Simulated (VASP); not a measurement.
A run of VASP 6.6.1 is set up as follows.

Contents of INCAR:

```
ALGO     = Normal         # electronic algorithm
EDIFF    = 1E-6           # SCF threshold, eV
ENCUT    = 520            # plane-wave cutoff, eV
GGA      = PE             # functional
ISIF     = 2              # what is computed and relaxed
ISMEAR   = 0              # smearing method
LASPH    = T              # aspherical terms in the spheres
LCHARG   = F              # write CHGCAR
LREAL    = F              # projectors in reciprocal space
LWAVE    = F              # write WAVECAR
NBANDS   = 16             # bands
NELM     = 60             # most SCF steps
PREC     = Accurate       # precision mode
SIGMA    = 0.1            # smearing width, eV
```

KPOINTS

```
k-points
0
Gamma
  14 14 14
```

POSCAR

```
InAs
1.0
    0.0000000000      2.6698257955      2.6698257955
    2.6698257955      0.0000000000      2.6698257955
    2.6698257955      2.6698257955      0.0000000000
In As
1 1
Direct
    0.7500000000      0.7500000000      0.7500000000
    0.0000000000      0.0000000000      0.0000000000
```

Potentials or basis: VASP PAW PBE potentials, release 64 (In_d, As).

Command:

```sh
$ cat potpaw_PBE.64/In_d/POTCAR potpaw_PBE.64/As/POTCAR > POTCAR
$ mpirun -np 1 vasp_std > vasp.out
```

Task: Predict the band gap on the k mesh.

Result: 0.68 eV, indirect (least direct gap 1.59 eV).

Task: Estimate the pressure.

Result: 60.3 GPa.

Caveat: spin-orbit coupling is left out, which moves the levels of the heavy elements. Expect the measured gap to be larger: semilocal functionals such as PBE lack the derivative discontinuity.
